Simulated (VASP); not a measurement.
Write the native input for VASP 6.6.1 that does the following.

- Task: relaxation of cell and atoms
- Functional: PBEsol
- Potentials or basis: VASP PAW PBE potentials, release 64 (Co, Pd, O)
- Cutoff: 600 eV
- k mesh: 9 × 9 × 9
- Occupations: gaussian, width 0.1 eV
- Spin: no spin polarisation
- Dipole correction: no
- Further INCAR settings: ALGO = Normal; EDIFF = 1e-06; IBRION = 2; EDIFFG = -0.05; NSW = 100; ISIF = 3

The structure of CoPdO2 lies in POSCAR:

```
CoPdO2
1.0
    1.4224995077      0.8212804737      5.9600000000
   -1.4224995077      0.8212804737      5.9600000000
    0.0000000000     -1.6425609474      5.9600000000
Co Pd O
1 1 2
Direct
    0.5000000000      0.5000000000      0.5000000000
    0.0000000000      0.0000000000      0.0000000000
    0.1121500000      0.1121500000      0.1121500000
    0.8878500000      0.8878500000      0.8878500000
```

These files were run (other wordings do the same):

INCAR

```
SYSTEM = CoPdO2
ALGO = Normal ; EDIFF = 1E-6
EDIFFG = -0.05 ; ENCUT = 600
GGA = PS ; IBRION = 2
ISIF = 3 ; ISMEAR = 0
LASPH = .True. ; LCHARG = .False.
LREAL = .False. ; LWAVE = .False.
NELM = 100 ; NSW = 100
PREC = Accurate ; SIGMA = 0.1
```

KPOINTS

```
k-points
0
Gamma
  9 9 9
  0 0 0
```

Potentials or basis: VASP PAW PBE potentials, release 64 (Co, Pd, O).

Command:

```sh
$ cat potpaw_PBE.64/Co/POTCAR potpaw_PBE.64/Pd/POTCAR potpaw_PBE.64/O/POTCAR > POTCAR
$ mpirun -np 1 vasp_std > vasp.out
```

It gave:

The relaxed volume is 10.07 Å³/atom, the relaxed cell is a = 6.094 Å, b = 6.094 Å, c = 6.094 Å, α = 26.70°, β = 26.70°, γ = 26.70° and the space group after relaxing (to 0.05 Å) is R-3m (No. 166). The energy gained by relaxing is 11.0 meV/atom. The ionic steps are 3. The pressure after relaxing is -0.2 GPa. The largest force after relaxing is 0.026 eV/Å.

Caveat: the PAW data sets were made with another functional, which shifts forces and pressure a little; an odd number of electrons without spin polarisation forces a metal; a magnetic or distorted state may lie lower; the run has no spin polarisation, though such a crystal can be magnetic; the relaxation stopped at a loose force limit of 0.05 eV/Å, so its end isn't a converged minimum.

It took 9.5 min on 1 thread of Intel(R) Xeon(R) 6975P-C (Granite Rapids), with other jobs on the host, peak memory 0.42 GiB.
